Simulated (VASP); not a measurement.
# ZnS (rocksalt type) (Fm-3m) in VASP: further runs

The runs below take ZnS (rocksalt type) through single point, with PBEsol.

All numbers are computed with VASP 6.6.1; they aren't measurements. Logs are shortened: lines on timing, memory, paths and dates and some standing lists are left out, and cuts for length are marked.

### 1 The cell of the first run

The structure is cubic, space group Fm-3m (No. 225). The conventional cell has a = 4.809 Å, b = 4.809 Å, c = 4.809 Å, α = 90.00°, β = 90.00°, γ = 90.00°. Within 3.2 Å of Zn (site symmetry m-3m) lie 6 S at 2.40 Å. Within 3.2 Å of S (site symmetry m-3m) lie 6 Zn at 2.40 Å.

### 2 Single point, PBEsol (13.90 Å³/atom)

INCAR

```
SYSTEM = ZnS
  PREC = Accurate
  ENCUT = 500
  EDIFF = 1E-6
  ISMEAR = -1
  SIGMA = 0.05
  LREAL = .False.
  LASPH = .True.
  NELM = 120
  ALGO = Normal
  ISIF = 2
  LWAVE = .False.
  LCHARG = .True.
  GGA = PS
  LELF = .True.
  LVHAR = .True.
  NBANDS = 16
  GGA_COMPAT = .False.
```

KPOINTS

```
Automatic mesh
0
Gamma
  16 16 16
  0 0 0
```

POSCAR

```
ZnS
1.0
    0.0000000000      2.4043607874      2.4043607874
    2.4043607874      0.0000000000      2.4043607874
    2.4043607874      2.4043607874      0.0000000000
Zn S
1 1
Direct
    0.0000000000      0.0000000000      0.0000000000
    0.5000000000      0.5000000000      0.5000000000
```

Potentials or basis: VASP PAW PBE potentials, release 64 (Zn, S).

The run is started by

```
cat potpaw_PBE.64/Zn/POTCAR potpaw_PBE.64/S/POTCAR > POTCAR
mpirun -np 1 vasp_std > vasp.out
```

OUTCAR:

```text
SYSTEM = ZnS
   PREC = Accurate
   ENCUT = 500
   EDIFF = 1E-6
   ISMEAR = -1
   LREAL = .False.
   LASPH = .True.
   NELM = 120
   ISIF = 2
   GGA = PS

 ion  position               nearest neighbor table
   1  0.000  0.000  0.000-   2 2.40   2 2.40   2 2.40   2 2.40   2 2.40   2 2.40
   2  0.500  0.500  0.500-   1 2.40   1 2.40   1 2.40   1 2.40   1 2.40   1 2.40

  LATTYP: Found a face centered cubic cell.
 ALAT       =     4.8087215748

  Lattice vectors:

 A1 = (   0.0000000000,   2.4043607874,   2.4043607874)
 A2 = (   2.4043607874,   0.0000000000,   2.4043607874)
 A3 = (   2.4043607874,   2.4043607874,   0.0000000000)

Analysis of symmetry for initial positions (statically):
=====================================================================
 Subroutine PRICEL returns:
 Original cell was already a primitive cell.

 Routine SETGRP: Setting up the symmetry group for a
 face centered cubic supercell.

 Subroutine GETGRP returns: Found 48 space group operations
 (whereof 48 operations were pure point group operations)
 out of a pool of 48 trial point group operations.

The static configuration has the point symmetry O_h .

Analysis of symmetry for dynamics (positions and initial velocities):
=====================================================================
 Subroutine PRICEL returns:
 Original cell was already a primitive cell.

 Routine SETGRP: Setting up the symmetry group for a
 face centered cubic supercell.

 Subroutine GETGRP returns: Found 48 space group operations
 (whereof 48 operations were pure point group operations)
 out of a pool of 48 trial point group operations.

The dynamic configuration has the point symmetry O_h .

 Subroutine INISYM returns: Found 48 space group operations
 (whereof 48 operations are pure point group operations),
 and found     1 'primitive' translations

----------------------------------------------------------------------------------------

                                     Primitive cell

  volume of cell :      27.7990

  direct lattice vectors                    reciprocal lattice vectors
     0.000000000  2.404360787  2.404360787    -0.207955479  0.207955479  0.207955479
     2.404360787  0.000000000  2.404360787     0.207955479 -0.207955479  0.207955479
     2.404360787  2.404360787  0.000000000     0.207955479  0.207955479 -0.207955479

  length of vectors
     3.400279634  3.400279634  3.400279634     0.360189456  0.360189456  0.360189456

  position of ions in fractional coordinates (direct lattice)
     0.000000000  0.000000000  0.000000000
     0.500000000  0.500000000  0.500000000

  ion indices of the primitive-cell ions
   primitive index   ion index
                 1           1
                 2           2

----------------------------------------------------------------------------------------

 KPOINTS: Automatic mesh

Automatic generation of k-mesh.
 Grid dimensions read from file:
 generate k-points for:   16   16   16

 Generating k-lattice:

  Cartesian coordinates                     Fractional coordinates (reciprocal lattice)
    -0.012997217  0.012997217  0.012997217     0.062500000  0.000000000  0.000000000
     0.012997217 -0.012997217  0.012997217     0.000000000  0.062500000  0.000000000
     0.012997217  0.012997217 -0.012997217     0.000000000  0.000000000  0.062500000

  Length of vectors
     0.022511841  0.022511841  0.022511841

  Shift w.r.t. Gamma in fractional coordinates (k-lattice)
     0.000000000  0.000000000  0.000000000

 Subroutine IBZKPT returns following result:
 ===========================================

 Found    145 irreducible k-points:

 Following reciprocal coordinates:
            Coordinates               Weight
  0.000000  0.000000  0.000000      1.000000
  0.062500  0.000000  0.000000      8.000000
  0.125000  0.000000  0.000000      8.000000
  0.187500  0.000000  0.000000      8.000000
  0.250000  0.000000  0.000000      8.000000
  0.312500  0.000000  0.000000      8.000000
[... 16 lines left out ...]
 -0.125000  0.062500  0.000000     24.000000
 -0.062500  0.062500  0.000000     12.000000
 [... further k-points ...]
   k-points           NKPTS =    145   k-points in BZ     NKDIM =    145   number of bands    NBANDS=     16
   number of dos      NEDOS =    301   number of ions     NIONS =      2
   total plane-waves  NPLWV =  21952
   dimension x,y,z NGX =    28 NGY =   28 NGZ =   28
   dimension x,y,z NGXF=    56 NGYF=   56 NGZF=   56
   ions per type =               1   1
   NGX,Y,Z   is equivalent  to a cutoff of  13.69, 13.69, 13.69 a.u.
   NGXF,Y,Z  is equivalent  to a cutoff of  27.38, 27.38, 27.38 a.u.
 SYSTEM =  ZnS
   PREC   = accura    normal or accurate (medium, high low for compatibility)
   ISTART =      0    job   : 0-new  1-cont  2-samecut
   ICHARG =      2    charge: 1-file 2-atom 10-const
   ISPIN  =      1    spin polarized calculation?
   LNONCOLLINEAR =      F non collinear calculations
   LSORBIT =      F    spin-orbit coupling
   LASPH  =      T    aspherical Exc in radial PAW
   ENCUT  =  500.0 eV  36.75 Ry    6.06 a.u.   6.20  6.20  6.20*2*pi/ulx,y,z
   NELM   =    120;   NELMIN=  2; NELMDL= -5     # of ELM steps
   EDIFF  = 0.1E-05   stopping-criterion for ELM
   LREAL  =      F    real-space projection
   EDIFFG = 0.1E-04   stopping-criterion for IOM
   NSW    =      0    number of steps for IOM
   IBRION =     -1    ionic relax: 0-MD 1-quasi-New 2-CG
   NFREE  =      0    steps in history (QN), initial steepest desc. (CG)
   ISIF   =      2    stress and relaxation
   ISYM   =      2    0-nonsym 1-usesym 2-fastsym
   POTIM  = 0.5000    time-step for ionic-motion
   TEBEG  =    0.0;   TEEND  =   0.0 temperature during run
   PSTRESS=    0.0 pullay stress
   NELECT =      18.0000    total number of electrons
   NUPDOWN=      -1.0000    fix difference up-down
   EMIN   =  10.00;   EMAX   =-10.00  energy-range for DOS
   EFERMI =   0.00;   METHOD = LEGACY
   ISMEAR =    -1;   SIGMA  =   0.05  broadening in eV -4-tet -1-fermi 0-gaus
   EFERMI_NEDOS =   21; number of points for ismear=-14 and -15
   IALGO  =     38    algorithm
   IMIX   =      4    mixing-type and parameters
     AMIX     =   0.40;   BMIX     =  1.00
     AMIX_MAG =   1.60;   BMIX_MAG =  1.00
  volume/ion in A,a.u.               =      13.90        93.80
  Fermi-wavevector in a.u.,A,eV,Ry     =   1.416303  2.676424 27.292101  2.005913
  Thomas-Fermi vector in A             =   2.537651
   LORBIT       =      0    0 simple, 1 ext, 2 COOP (PROOUT), +10 PAW based schemes
   GGA     = PS    functional components
   LHFCALC =     F    Hartree Fock is set to
   AEXX    =    0.0000 exact exchange contribution
   IVDW    =     0    specifies the selected vdW correction
   LEPSILON=     F    determine dielectric tensor
   LRPA    =     F    only Hartree local field effects (RPA)
 non-spin polarized calculation
  energy-cutoff  :      500.00
  volume of cell :       27.80
 maximum number of plane-waves:       725
 NGX is ok and might be reduce to    28
   NGX = 13   NGY = 13   NGZ = 13

 number of electron      18.0000014 magnetization

 Free energy of the ion-electron system (eV)
  ---------------------------------------------------
  ext. energy  EPLUGINS =         0.00000000
  ---------------------------------------------------
  free energy    TOTEN  =        -6.86056325 eV

  energy without entropy =       -6.85814398  energy(sigma->0) =       -6.85935362

 E-fermi :   5.8273     XC(G=0): -11.8611

 val. band max:        5.8170405537   @ k =  -0.1875   0.1875   0.0000
 cond. band min:       5.9410752297   @ k =  -0.4375   0.5000   0.0625
 fundamental gap:      0.1240346760
 Fermi energy:         5.8273430822

 k-point     1 :       0.0000    0.0000    0.0000
  band No.  band energies     occupation
      1      -9.6170      2.00000
      2      -1.0556      2.00000
      3      -1.0556      2.00000
      4      -1.0395      2.00000
      5      -1.0395      2.00000
      6      -1.0395      2.00000
[... 8 lines left out ...]
     15      18.2267      0.00000
     16      18.2381      0.00000

 k-point     2 :       0.0625    0.0000    0.0000
  band No.  band energies     occupation
      1      -9.5583      2.00000
      2      -1.0753      2.00000
      3      -1.0753      2.00000
      4      -1.0505      2.00000
      5      -1.0313      2.00000
      6      -1.0313      2.00000
[... 8 lines left out ...]
     15      16.9611      0.00000
     16      18.1944      0.00000

 k-point     3 :       0.1250    0.0000    0.0000
  band No.  band energies     occupation
      1      -9.3845      2.00000
      2      -1.1345      2.00000
      3      -1.1345      2.00000
      4      -1.0877      2.00000
      5      -1.0037      2.00000
      6      -1.0037      2.00000
[... 8 lines left out ...]
     15      16.1373      0.00000
     16      17.9039      0.00000

 k-point     4 :       0.1875    0.0000    0.0000
  band No.  band energies     occupation
      1      -9.1026      2.00000
      2      -1.2213      2.00000
      3      -1.2213      2.00000
      4      -1.1669      2.00000
      5      -0.9614      2.00000
      6      -0.9614      2.00000
[... 8 lines left out ...]
     15      16.2620      0.00000
     16      17.6119      0.00000
[... 324 lines left out ...]
 k-point    22 :      -0.1875    0.0625    0.0000
  band No.  band energies     occupation
      1      -8.9395      2.00000
      2      -1.2931      2.00000
      3      -1.2801      2.00000
      4      -1.1740      2.00000
      5      -0.9586      2.00000
      6      -0.9220      2.00000
[... 8 lines left out ...]
     15      17.4435      0.00000
     16      18.0970      0.00000

 k-point    23 :      -0.1250    0.0625    0.0000
  band No.  band energies     occupation
      1      -9.2521      2.00000
      2      -1.2003      2.00000
      3      -1.1657      2.00000
      4      -1.1030      2.00000
      5      -0.9987      2.00000
      6      -0.9712      2.00000
[... 8 lines left out ...]
     15      16.9674      0.00000
     16      18.4076      0.00000

 k-point    24 :      -0.0625    0.0625    0.0000
  band No.  band energies     occupation
      1      -9.4615      2.00000
      2      -1.1238      2.00000
      3      -1.0963      2.00000
      4      -1.0649      2.00000
      5      -1.0234      2.00000
      6      -1.0105      2.00000
[... 8 lines left out ...]
     15      16.9654      0.00000
     16      18.5480      0.00000

 [... further k-points ...]

------------------------ aborting loop because EDIFF is reached ----------------------------------------

  FORCE on cell =-STRESS in cart. coord.  units (eV):
  Direction    XX          YY          ZZ          XY          YZ          ZX
  --------------------------------------------------------------------------------------
  -------------------------------------------------------------------------------------
  Total        3.0127550      3.0127550      3.0127550      0.0000000      0.0000000      0.0000000
  in kB      173.6382878    173.6382878    173.6382878      0.0000000      0.0000000      0.0000000
  external PRESSURE =     173.6382878 kB  Pullay stress =       0.0000000 kB

 VOLUME and BASIS-vectors are now :
 -----------------------------------------------------------------------------
  energy-cutoff  :      500.00
  volume of cell :       27.80
      direct lattice vectors                 reciprocal lattice vectors
     0.000000000  2.404360787  2.404360787    -0.207955479  0.207955479  0.207955479
     2.404360787  0.000000000  2.404360787     0.207955479 -0.207955479  0.207955479
     2.404360787  2.404360787  0.000000000     0.207955479  0.207955479 -0.207955479

 POSITION                                       TOTAL-FORCE (eV/Angst)
 -----------------------------------------------------------------------------------
      0.00000      0.00000      0.00000         0.000000      0.000000      0.000000
      2.40436      2.40436      2.40436         0.000000     -0.000000     -0.000000
 -----------------------------------------------------------------------------------
    total drift:                               -0.000000      0.000000      0.000000

  FREE ENERGIE OF THE ION-ELECTRON SYSTEM (eV)
  ---------------------------------------------------
  free  energy   TOTEN  =        -6.8605632534 eV

  energy  without entropy=       -6.8581439846  energy(sigma->0) =       -6.85935362
```

Wall time 80 s (1 thread of Intel Xeon Platinum 8375C at 2.90GHz (Ice Lake), shared host); peak memory 0.2 GiB.

Results:

```
Free energy            : -6.8606 eV
Pressure               : 17.4 GPa
Band gap on the k mesh : zero (bands 9 and 10 overlap by 0.47 eV)
```

Levels at points of the mesh, in eV from the Fermi level:
```csv
k point,band 6,band 7,band 8,band 9,band 10,band 11,band 12,band 13
"(0.00, 0.00, 0.00)",-6.87,-0.90,-0.90,-0.90,3.05,8.82,8.82,8.82
"(0.50, 0.00, 0.00)",-6.60,-5.93,-0.12,-0.12,3.64,5.20,5.20,8.91
"(0.50, 0.50, 0.00)",-6.53,-5.86,-3.36,-3.36,-0.48,4.76,13.32,13.78
```

Caveat: the cell stands under pressure; semilocal functionals underestimate gaps, so a narrow gap can read as zero; the PAW data sets were made with another functional, which shifts forces and pressure a little.

### 3 Single point, PBEsol (13.90 Å³/atom)

INCAR

```
ALGO = Normal
EDIFF = 1E-6
ENCUT = 500
GGA = PS
GGA_COMPAT = False
ISIF = 2
ISMEAR = -1
LASPH = True
LCHARG = True
LELF = True
LREAL = False
LVHAR = True
LWAVE = False
NBANDS = 16
NELM = 120
PREC = Accurate
SIGMA = 0.05
```

KPOINTS

```
k-points
0
Gamma
  16 16 16
```

POSCAR is that of step 2.

Potentials or basis: VASP PAW PBE potentials, release 64 (Zn, S).

The run is started by

```
cat potpaw_PBE.64/Zn/POTCAR potpaw_PBE.64/S/POTCAR > POTCAR
mpirun -np 1 vasp_std > vasp.out
```

OUTCAR:

```text
EDIFF = 1E-6
   ENCUT = 500
   GGA = PS
   ISIF = 2
   ISMEAR = -1
   LASPH = True
   LREAL = False
   NELM = 120
   PREC = Accurate

 ion  position               nearest neighbor table
   1  0.000  0.000  0.000-   2 2.40   2 2.40   2 2.40   2 2.40   2 2.40   2 2.40
   2  0.500  0.500  0.500-   1 2.40   1 2.40   1 2.40   1 2.40   1 2.40   1 2.40

  LATTYP: Found a face centered cubic cell.
 ALAT       =     4.8087215748

  Lattice vectors:

[... 642 lines left out ...]

------------------------ aborting loop because EDIFF is reached ----------------------------------------

  FORCE on cell =-STRESS in cart. coord.  units (eV):
  Direction    XX          YY          ZZ          XY          YZ          ZX
  --------------------------------------------------------------------------------------
  -------------------------------------------------------------------------------------
  Total        3.0127550      3.0127550      3.0127550      0.0000000      0.0000000      0.0000000
  in kB      173.6382878    173.6382878    173.6382878      0.0000000      0.0000000      0.0000000
  external PRESSURE =     173.6382878 kB  Pullay stress =       0.0000000 kB

 VOLUME and BASIS-vectors are now :
 -----------------------------------------------------------------------------
  energy-cutoff  :      500.00
  volume of cell :       27.80
      direct lattice vectors                 reciprocal lattice vectors
     0.000000000  2.404360787  2.404360787    -0.207955479  0.207955479  0.207955479
     2.404360787  0.000000000  2.404360787     0.207955479 -0.207955479  0.207955479
     2.404360787  2.404360787  0.000000000     0.207955479  0.207955479 -0.207955479

 POSITION                                       TOTAL-FORCE (eV/Angst)
 -----------------------------------------------------------------------------------
      0.00000      0.00000      0.00000         0.000000      0.000000      0.000000
      2.40436      2.40436      2.40436         0.000000     -0.000000     -0.000000
 -----------------------------------------------------------------------------------
    total drift:                               -0.000000      0.000000      0.000000

  FREE ENERGIE OF THE ION-ELECTRON SYSTEM (eV)
  ---------------------------------------------------
  free  energy   TOTEN  =        -6.8605632534 eV

  energy  without entropy=       -6.8581439846  energy(sigma->0) =       -6.85935362
```

Run time: 86 s. Hardware: 1 thread of Intel Xeon Platinum 8375C at 2.90GHz (Ice Lake), shared host; peak memory 0.2 GiB.

What came out:

```
Free energy            : -6.8606 eV
Pressure               : 17.4 GPa
Band gap on the k mesh : zero (bands 9 and 10 overlap by 0.47 eV)
```

Caveat: the cell stands under pressure; semilocal functionals underestimate gaps, so a narrow gap can read as zero; the PAW data sets were made with another functional, which shifts forces and pressure a little.

(Continued in part 2 of 2.)
